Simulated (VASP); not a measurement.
# Co (I4/mmm) in VASP: notebook

The runs below take Co through single point, with PBE.

Everything below comes from runs of VASP 6.6.1. Logs are shortened: lines on timing, memory, paths and dates and some standing lists are left out, and cuts for length are marked.

## Step 1: The cell of the first run

The typed cell holds 2 atoms: a = 2.475 Å, b = 2.475 Å, c = 3.499 Å, α = 90.00°, β = 90.00°, γ = 90.00°.

This isn't the form of Co at room conditions, which is hcp.

## Step 2: Single point, PBE, collinear spin, ferromagnetic start (10.72 Å³/atom)

Input file INCAR:

```
SYSTEM = Co
  PREC = Accurate
  ENCUT = 600
  EDIFF = 1E-6
  ISMEAR = -1
  SIGMA = 0.05
  LREAL = .False.
  LASPH = .True.
  NELM = 200
  ALGO = Normal
  ISIF = 2
  LWAVE = .False.
  LCHARG = .False.
  ISPIN = 2
  MAGMOM = -1.666 -1.666
  LORBIT = 11
  LMAXMIX = 4
  GGA = PE
  NBANDS = 20
  GGA_COMPAT = .False.
```

Input file KPOINTS:

```
Automatic mesh
0
Gamma
  14 14 10
  0 0 0
```

Input file POSCAR:

```
Co
1.0
    2.4752353305      0.0000000000      0.0000000000
    0.0000000000      2.4752353305      0.0000000000
    0.0000000000      0.0000000000      3.4987418223
Co
2
Direct
    0.0000000000      0.0000000000      0.0000000000
    0.5000000000      0.5000000000      0.5000000000
```

Potentials or basis: VASP PAW PBE potentials, release 64 (Co).

Command:

```
cat potpaw_PBE.64/Co/POTCAR > POTCAR
mpirun -np 1 vasp_std > vasp.out
```

OUTCAR:

```text
SYSTEM = Co
   PREC = Accurate
   ENCUT = 600
   EDIFF = 1E-6
   ISMEAR = -1
   LREAL = .False.
   LASPH = .True.
   NELM = 200
   ISIF = 2
   ISPIN = 2
   LORBIT = 11
   GGA = PE

 ion  position               nearest neighbor table
   1  0.000  0.000  0.000-   2 2.47   2 2.47   2 2.47   2 2.47   2 2.47   2 2.47   2 2.47   2 2.47

   2  0.500  0.500  0.500-   1 2.47   1 2.47   1 2.47   1 2.47   1 2.47   1 2.47   1 2.47   1 2.47

  LATTYP: Found a simple tetragonal cell.
 ALAT       =     2.4752353305
 C/A-ratio  =     1.4134986598

  Lattice vectors:

 A1 = (   2.4752353305,   0.0000000000,   0.0000000000)
 A2 = (   0.0000000000,   2.4752353305,   0.0000000000)
 A3 = (   0.0000000000,   0.0000000000,   3.4987418223)

Analysis of symmetry for initial positions (statically):
=====================================================================
 Subroutine PRICEL returns following result:

  LATTYP: Found a body centered tetragonal cell.
 ALAT       =     2.4752353305
 C/A-ratio  =     1.4134986598

  Lattice vectors:

 A1 = (  -1.2376176652,  -1.2376176652,  -1.7493709112)
 A2 = (   1.2376176652,   1.2376176652,  -1.7493709111)
 A3 = (   1.2376176652,  -1.2376176652,   1.7493709111)

   2 primitive cells build up your supercell.

 Routine SETGRP: Setting up the symmetry group for a
 simple tetragonal supercell.

 Subroutine GETGRP returns: Found 16 space group operations
 (whereof 16 operations were pure point group operations)
 out of a pool of 16 trial point group operations.

The static configuration has the point symmetry D_4h.

Analysis of symmetry for dynamics (positions and initial velocities):
=====================================================================
 Subroutine PRICEL returns following result:

  LATTYP: Found a body centered tetragonal cell.
 ALAT       =     2.4752353305
 C/A-ratio  =     1.4134986598

  Lattice vectors:

 A1 = (  -1.2376176652,  -1.2376176652,  -1.7493709112)
 A2 = (   1.2376176652,   1.2376176652,  -1.7493709111)
 A3 = (   1.2376176652,  -1.2376176652,   1.7493709111)

   2 primitive cells build up your supercell.

 Routine SETGRP: Setting up the symmetry group for a
 simple tetragonal supercell.

 Subroutine GETGRP returns: Found 16 space group operations
 (whereof 16 operations were pure point group operations)
 out of a pool of 16 trial point group operations.

The dynamic configuration has the point symmetry D_4h.

Analysis of structural, dynamic, and magnetic symmetry:
=====================================================================
 Subroutine PRICEL returns following result:

  LATTYP: Found a body centered tetragonal cell.
 ALAT       =     2.4752353305
 C/A-ratio  =     1.4134986598

  Lattice vectors:

 A1 = (  -1.2376176652,  -1.2376176652,  -1.7493709112)
 A2 = (   1.2376176652,   1.2376176652,  -1.7493709111)
 A3 = (   1.2376176652,  -1.2376176652,   1.7493709111)

   2 primitive cells build up your supercell.

 Routine SETGRP: Setting up the symmetry group for a
 simple tetragonal supercell.

 Subroutine GETGRP returns: Found 16 space group operations
 (whereof 16 operations were pure point group operations)
 out of a pool of 16 trial point group operations.

The overall configuration has the point symmetry D_4h.

 Subroutine INISYM returns: Found 16 space group operations
 (whereof 16 operations are pure point group operations),
 and found     2 'primitive' translations

----------------------------------------------------------------------------------------

                                     Primitive cell

  volume of cell :      10.7180

  direct lattice vectors                    reciprocal lattice vectors
    -1.237617665 -1.237617665 -1.749370911     0.000000000 -0.404001990 -0.285817031
     1.237617665  1.237617665 -1.749370911     0.404001990  0.000000000 -0.285817031
     1.237617665 -1.237617665  1.749370911     0.404001990 -0.404001990  0.000000000

  length of vectors
     2.474609778  2.474609778  2.474609778     0.494882798  0.494882798  0.571345094

  position of ions in fractional coordinates (direct lattice)
     0.000000000  0.000000000  0.000000000

  ion indices of the primitive-cell ions
   primitive index   ion index
                 1           1

----------------------------------------------------------------------------------------

 KPOINTS: Automatic mesh

Automatic generation of k-mesh.
 Grid dimensions read from file:
 generate k-points for:   14   14   10

 Generating k-lattice:

  Cartesian coordinates                     Fractional coordinates (reciprocal lattice)
     0.028857285  0.000000000  0.000000000     0.071428571  0.000000000  0.000000000
     0.000000000  0.028857285  0.000000000     0.000000000  0.071428571  0.000000000
     0.000000000  0.000000000  0.028581703     0.000000000  0.000000000  0.100000000

  Length of vectors
     0.028857285  0.028857285  0.028581703

  Shift w.r.t. Gamma in fractional coordinates (k-lattice)
     0.000000000  0.000000000  0.000000000

 Subroutine IBZKPT returns following result:
 ===========================================

 Found    216 irreducible k-points:

 Following reciprocal coordinates:
            Coordinates               Weight
  0.000000  0.000000  0.000000      1.000000
  0.071429  0.000000  0.000000      4.000000
  0.142857  0.000000  0.000000      4.000000
  0.214286  0.000000  0.000000      4.000000
  0.285714  0.000000  0.000000      4.000000
  0.357143  0.000000  0.000000      4.000000
[... 16 lines left out ...]
  0.285714  0.214286  0.000000      8.000000
  0.357143  0.214286  0.000000      8.000000
 [... further k-points ...]
   k-points           NKPTS =    216   k-points in BZ     NKDIM =    216   number of bands    NBANDS=     20
   number of dos      NEDOS =    301   number of ions     NIONS =      2
   total plane-waves  NPLWV =  11200
   dimension x,y,z NGX =    20 NGY =   20 NGZ =   28
   dimension x,y,z NGXF=    40 NGYF=   40 NGZF=   56
   ions per type =               2
   NGX,Y,Z   is equivalent  to a cutoff of  13.43, 13.43, 13.30 a.u.
   NGXF,Y,Z  is equivalent  to a cutoff of  26.87, 26.87, 26.61 a.u.
 SYSTEM =  Co
   PREC   = accura    normal or accurate (medium, high low for compatibility)
   ISTART =      0    job   : 0-new  1-cont  2-samecut
   ICHARG =      2    charge: 1-file 2-atom 10-const
   ISPIN  =      2    spin polarized calculation?
   LNONCOLLINEAR =      F non collinear calculations
   LSORBIT =      F    spin-orbit coupling
   LASPH  =      T    aspherical Exc in radial PAW
   ENCUT  =  600.0 eV  44.10 Ry    6.64 a.u.   4.94  4.94  6.99*2*pi/ulx,y,z
   NELM   =    200;   NELMIN=  2; NELMDL= -5     # of ELM steps
   EDIFF  = 0.1E-05   stopping-criterion for ELM
   LREAL  =      F    real-space projection
   EDIFFG = 0.1E-04   stopping-criterion for IOM
   NSW    =      0    number of steps for IOM
   IBRION =     -1    ionic relax: 0-MD 1-quasi-New 2-CG
   NFREE  =      0    steps in history (QN), initial steepest desc. (CG)
   ISIF   =      2    stress and relaxation
   ISYM   =      2    0-nonsym 1-usesym 2-fastsym
   POTIM  = 0.5000    time-step for ionic-motion
   TEBEG  =    0.0;   TEEND  =   0.0 temperature during run
   PSTRESS=    0.0 pullay stress
   NELECT =      18.0000    total number of electrons
   NUPDOWN=      -1.0000    fix difference up-down
   EMIN   =  10.00;   EMAX   =-10.00  energy-range for DOS
   EFERMI =   0.00;   METHOD = LEGACY
   ISMEAR =    -1;   SIGMA  =   0.05  broadening in eV -4-tet -1-fermi 0-gaus
   EFERMI_NEDOS =   21; number of points for ismear=-14 and -15
   IALGO  =     38    algorithm
   IMIX   =      4    mixing-type and parameters
     AMIX     =   0.40;   BMIX     =  1.00
     AMIX_MAG =   1.60;   BMIX_MAG =  1.00
  volume/ion in A,a.u.               =      10.72        72.33
  Fermi-wavevector in a.u.,A,eV,Ry     =   1.544486  2.918656 32.455850  2.385438
  Thomas-Fermi vector in A             =   2.650000
   LORBIT       =     11    0 simple, 1 ext, 2 COOP (PROOUT), +10 PAW based schemes
   GGA     = PE    functional components
   LHFCALC =     F    Hartree Fock is set to
   AEXX    =    0.0000 exact exchange contribution
   IVDW    =     0    specifies the selected vdW correction
   LEPSILON=     F    determine dielectric tensor
   LRPA    =     F    only Hartree local field effects (RPA)
 spin polarized calculation
  energy-cutoff  :      600.00
  volume of cell :       21.44
 maximum number of plane-waves:       740
 NGX is ok and might be reduce to    20
   NGX =  9   NGY =  9   NGZ = 13

 number of electron      17.9999982 magnetization      -3.2458957

 Free energy of the ion-electron system (eV)
  ---------------------------------------------------
  ext. energy  EPLUGINS =         0.00000000
  ---------------------------------------------------
  free energy    TOTEN  =       -14.04321931 eV

  energy without entropy =      -14.02394484  energy(sigma->0) =      -14.03358208

 E-fermi :  10.5282     XC(G=0): -13.4766

 val. band max:       10.5271572215   @ k =   0.2857   0.0714   0.1000
 cond. band min:      10.5318096579   @ k =   0.2143   0.0000   0.0000
 fundamental gap:      0.0046524364
 Fermi energy:        10.5282079058

 spin component 1

 k-point     1 :       0.0000    0.0000    0.0000
  band No.  band energies     occupation
      1       1.4590      1.00000
      2       6.3454      1.00000
      3       7.0655      1.00000
      4       9.3538      1.00000
      5       9.3538      1.00000
      6       9.3584      1.00000
[... 541 lines left out ...]
     19      33.6401      0.00000
     20      38.0422      0.00000

 [... further k-points ...]

 spin component 2

 k-point     1 :       0.0000    0.0000    0.0000
  band No.  band energies     occupation
      1       1.4391      1.00000
      2       5.1716      1.00000
      3       5.8132      1.00000
      4       7.7927      1.00000
      5       7.7930      1.00000
      6       7.7930      1.00000
[... 541 lines left out ...]
     19      33.4430      0.00000
     20      37.5351      0.00000

 [... further k-points ...]

------------------------ aborting loop because EDIFF is reached ----------------------------------------

  FORCE on cell =-STRESS in cart. coord.  units (eV):
  Direction    XX          YY          ZZ          XY          YZ          ZX
  --------------------------------------------------------------------------------------
  -------------------------------------------------------------------------------------
  Total        0.3933157      0.3933157      0.3974917      0.0000000      0.0000000     -0.0000000
  in kB       29.3972677     29.3972677     29.7093882      0.0000000      0.0000000     -0.0000000
  external PRESSURE =      29.5013078 kB  Pullay stress =       0.0000000 kB

 VOLUME and BASIS-vectors are now :
 -----------------------------------------------------------------------------
  energy-cutoff  :      600.00
  volume of cell :       21.44
      direct lattice vectors                 reciprocal lattice vectors
     2.475235330  0.000000000  0.000000000     0.404001990  0.000000000  0.000000000
     0.000000000  2.475235330  0.000000000     0.000000000  0.404001990  0.000000000
     0.000000000  0.000000000  3.498741822     0.000000000  0.000000000  0.285817031

 POSITION                                       TOTAL-FORCE (eV/Angst)
 -----------------------------------------------------------------------------------
      0.00000      0.00000      0.00000         0.000000      0.000000     -0.000000
      1.23762      1.23762      1.74937        -0.000000      0.000000      0.000000
 -----------------------------------------------------------------------------------
    total drift:                               -0.000000      0.000000      0.000000

  FREE ENERGIE OF THE ION-ELECTRON SYSTEM (eV)
  ---------------------------------------------------
  free  energy   TOTEN  =       -14.0432193113 eV

  energy  without entropy=      -14.0239448437  energy(sigma->0) =      -14.03358208

 total charge

# of ion       s       p       d       tot
------------------------------------------
    1        0.495   0.534   7.266   8.296
    2        0.495   0.534   7.266   8.296
--------------------------------------------------
tot          0.990   1.069  14.533  16.591

 magnetization (x)

# of ion       s       p       d       tot
------------------------------------------
    1        0.013   0.049  -1.699  -1.638
    2        0.013   0.049  -1.699  -1.638
--------------------------------------------------
tot          0.026   0.097  -3.399  -3.276
```

Wall time 3.7 min (1 thread of Oxide Virtual Turin-like, shared host); peak memory 0.23 GiB.

What came out:

* Free energy: -14.0432 eV
* Pressure: 3.0 GPa
* Net moment: -3.25 μB per cell
* Site moments: Co -1.64 μB
* Valence electrons inside the program's atomic spheres: Co 8.30

## Step 3: Single point, PBE, collinear spin, ferromagnetic start (11.13 Å³/atom)

This run uses another cell than the first one, of 11.13 Å³/atom.

Input file INCAR:

```
PREC = Accurate
ENCUT = 600
EDIFF = 1E-6
ISMEAR = -1
SIGMA = 0.05
LREAL = F
LASPH = T
NELM = 200
ALGO = Normal
ISIF = 2
LWAVE = F
LCHARG = F
ISPIN = 2
MAGMOM = -1.666 -1.666
LORBIT = 11
LMAXMIX = 4
GGA = PE
NBANDS = 20
GGA_COMPAT = F
```

Input file KPOINTS:

```
Automatic mesh
0
Gamma
  14 14 10
```

Input file POSCAR:

```
Co
1.0
    2.5065707498      0.0000000000      0.0000000000
    0.0000000000      2.5065707498      0.0000000000
    0.0000000000      0.0000000000      3.5430343955
Co
2
Direct
    0.0000000000      0.0000000000      0.0000000000
    0.5000000000      0.5000000000      0.5000000000
```

Potentials or basis: VASP PAW PBE potentials, release 64 (Co).

Command:

```
cat potpaw_PBE.64/Co/POTCAR > POTCAR
mpirun -np 1 vasp_std > vasp.out
```

Wall time 2.9 min (1 thread of Oxide Virtual Turin-like, shared host); peak memory 0.24 GiB.

It converged, with:

```yaml
Free_energy: -14.0389 eV
Pressure: -4.5 GPa
Net_moment: -3.33 μB per cell
Site_moments: Co -1.69 μB
Valence_electrons_inside_the_program's_atomic_spheres: Co 8.22
```

Stress tensor (GPa, compression positive):
```
-4.44  0.00  0.00
 0.00 -4.44  0.00
 0.00  0.00 -4.64
```

Levels at points of the mesh, in eV from the Fermi level:
Spin up:
```
           k point  band 4  band 5  band 6  band 7  band 8  band 9  band 10  band 11  band 12  band 13
(0.00, 0.00, 0.00)   -1.11   -1.11   -1.10    0.31    0.32    1.15     1.25     1.25     2.47    10.22
(0.50, 0.00, 0.00)   -2.02   -1.63   -1.63   -0.26   -0.26    0.14     0.14     2.41     2.41    12.07
(0.50, 0.50, 0.00)   -3.28    1.16    1.16    1.25    1.25    1.26     1.26     2.46     2.46    10.21
(0.00, 0.00, 0.50)   -2.25   -0.58   -0.58   -0.13   -0.13   -0.13    -0.13     0.72     0.72    19.38
(0.50, 0.00, 0.50)   -1.11   -1.10   -1.10   -0.33   -0.33    1.09     1.09     1.10     1.10     6.90
(0.50, 0.50, 0.50)   -2.07   -2.07   -2.07    0.16    0.16    1.26     1.26     8.27     8.27     8.27
```
Spin down:
| k point | band 9 | band 10 | band 11 | band 12 | band 13 | band 14 |
| --- | --- | --- | --- | --- | --- | --- |
| (0.00, 0.00, 0.00) | -0.96 | -0.58 | -0.58 | 2.47 | 9.30 | 14.61 |
| (0.50, 0.00, 0.00) | -1.58 | -1.58 | 0.91 | 0.91 | 11.55 | 11.55 |
| (0.50, 0.50, 0.00) | -0.58 | -0.58 | 2.46 | 2.46 | 9.29 | 9.29 |
| (0.00, 0.00, 0.50) | -1.80 | -1.80 | -1.34 | -1.34 | 19.06 | 19.06 |
| (0.50, 0.00, 0.50) | -0.84 | -0.84 | -0.28 | -0.28 | 5.89 | 5.89 |
| (0.50, 0.50, 0.50) | -0.59 | -0.59 | 7.77 | 7.77 | 7.77 | 7.77 |

Caveat: the cell stands under tension.

## Step 4: Single point, PBE, collinear spin, ferromagnetic start (11.54 Å³/atom)

This run uses another cell than the first one, of 11.54 Å³/atom.

Input file INCAR:

```
  ALGO = Normal
  EDIFF = 1E-6
  ENCUT = 600
  GGA = PE
  GGA_COMPAT = False
  ISIF = 2
  ISMEAR = -1
  ISPIN = 2
  LASPH = True
  LCHARG = False
  LMAXMIX = 4
  LORBIT = 11
  LREAL = False
  LWAVE = False
  MAGMOM = -1.666 -1.666
  NBANDS = 20
  NELM = 200
  PREC = Accurate
  SIGMA = 0.05
```

Input file KPOINTS:

```
k-points
0
Gamma
  14 14 10
```

Input file POSCAR:

```
Co
1.0
    2.5371416987      0.0000000000      0.0000000000
    0.0000000000      2.5371416987      0.0000000000
    0.0000000000      0.0000000000      3.5862463907
Co
2
Direct
    0.0000000000      0.0000000000      0.0000000000
    0.5000000000      0.5000000000      0.5000000000
```

Command:

```
cat potpaw_PBE.64/Co/POTCAR > POTCAR
mpirun -np 1 vasp_std > vasp.out
```

Wall time 3.9 min (1 thread of Oxide Virtual Turin-like, shared host); peak memory 0.23 GiB.

The run converged. Its results:

```yaml
Free_energy: -14.0001 eV
Pressure: -10.6 GPa
Net_moment: -3.40 μB per cell
Site_moments: Co -1.73 μB
Valence_electrons_inside_the_program's_atomic_spheres: Co 8.16
```

Stress tensor (GPa, compression positive):
```
-10.50   0.00   0.00
  0.00 -10.50   0.00
  0.00   0.00 -10.71
```

Levels at points of the mesh, in eV from the Fermi level:
Spin up:
```
           k point  band 4  band 5  band 6  band 7  band 8  band 9  band 10  band 11  band 12  band 13
(0.00, 0.00, 0.00)   -1.05   -1.05   -1.04    0.31    0.32    1.12     1.19     1.19     2.39     9.85
(0.50, 0.00, 0.00)   -1.92   -1.53   -1.53   -0.22   -0.22    0.14     0.14     2.30     2.30    11.70
(0.50, 0.50, 0.00)   -3.12    1.12    1.12    1.19    1.19    1.19     1.19     2.38     2.38     9.84
(0.00, 0.00, 0.50)   -2.13   -0.53   -0.53   -0.12   -0.12   -0.12    -0.12     0.71     0.71    18.87
(0.50, 0.00, 0.50)   -1.04   -1.03   -1.03   -0.32   -0.32    1.05     1.05     1.05     1.05     6.59
(0.50, 0.50, 0.50)   -1.97   -1.97   -1.97    0.18    0.18    1.20     1.20     8.00     8.00     8.00
```
Spin down:
| k point | band 9 | band 10 | band 11 | band 12 | band 13 | band 14 |
| --- | --- | --- | --- | --- | --- | --- |
| (0.00, 0.00, 0.00) | -1.05 | -0.67 | -0.67 | 2.40 | 8.93 | 14.24 |
| (0.50, 0.00, 0.00) | -1.61 | -1.61 | 0.78 | 0.78 | 11.19 | 11.19 |
| (0.50, 0.50, 0.00) | -0.67 | -0.67 | 2.39 | 2.39 | 8.91 | 8.91 |
| (0.00, 0.00, 0.50) | -1.81 | -1.81 | -1.41 | -1.41 | 18.55 | 18.55 |
| (0.50, 0.00, 0.50) | -0.92 | -0.92 | -0.26 | -0.26 | 5.57 | 5.57 |
| (0.50, 0.50, 0.50) | -0.68 | -0.68 | 7.52 | 7.52 | 7.52 | 7.52 |

Caveat: the cell stands under tension.

## Step 5: Summary

```tsv
cell	gap on the mesh (eV)	pressure (GPa)	moment (μB)
a = 2.475, b = 2.475, c = 3.499 Å, 2 atoms	none	3.0	3.25
a = 2.507, b = 2.507, c = 3.543 Å, 2 atoms	none	-4.5	3.33
a = 2.537, b = 2.537, c = 3.586 Å, 2 atoms	none	-10.6	3.40
```

Alike in all rows: task single point; level PBE; potentials or basis VASP PAW PBE potentials, release 64 (Co); spin collinear, ferromagnetic start; k mesh 14 × 14 × 10; cutoff (eV) 600; smearing fermi-dirac 0.05 eV.

Caveats: the cell stands under tension (at least some runs).

Absolute energies hang on the potentials; compare differences alone.
